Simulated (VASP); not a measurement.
**LaZn: electric field gradients with LDA**

LaZn:

```
La Zn
1.0
     3.67345    0.00000    0.00000
     0.00000    3.67345    0.00000
     0.00000    0.00000    3.67345
La Zn
1 1
Direct
  0.50000 0.50000 0.50000
  0.00000 0.00000 0.00000
```

This cell differs from its parent crystal: volume scaled by 0.94.

- Program: VASP 6.6.1
- Task: electric field gradients
- Functional: LDA
- Potentials or basis: VASP PAW LDA potentials, release 64 (La, Zn)
- Cutoff: 520 eV
- k mesh: 9 × 9 × 9
- Occupations: fermi-dirac, width 0.05 eV
- Spin: no spin polarisation
- Dipole correction: no
- Further INCAR settings: ALGO = Normal; EDIFF = 1e-08; NBANDS = 18

```
Pressure : -1.1 GPa
```

Levels at points of the mesh, in eV from the Fermi level:
```csv
k point,band 10,band 11,band 12,band 13,band 14,band 15
"(0.00, 0.00, 0.00)",-6.20,-0.45,-0.45,1.74,1.74,1.74
```

It took 17 s on 1 thread of Intel(R) Xeon(R) Platinum 8488C (Sapphire Rapids) (shared host), peak memory 0.17 GiB.

Caveat: without QUAD_EFG the Cq values of the log hold for a quadrupole moment of 1 mb, not for the nuclei; spin-orbit coupling is left out, which moves the levels of the heavy elements.
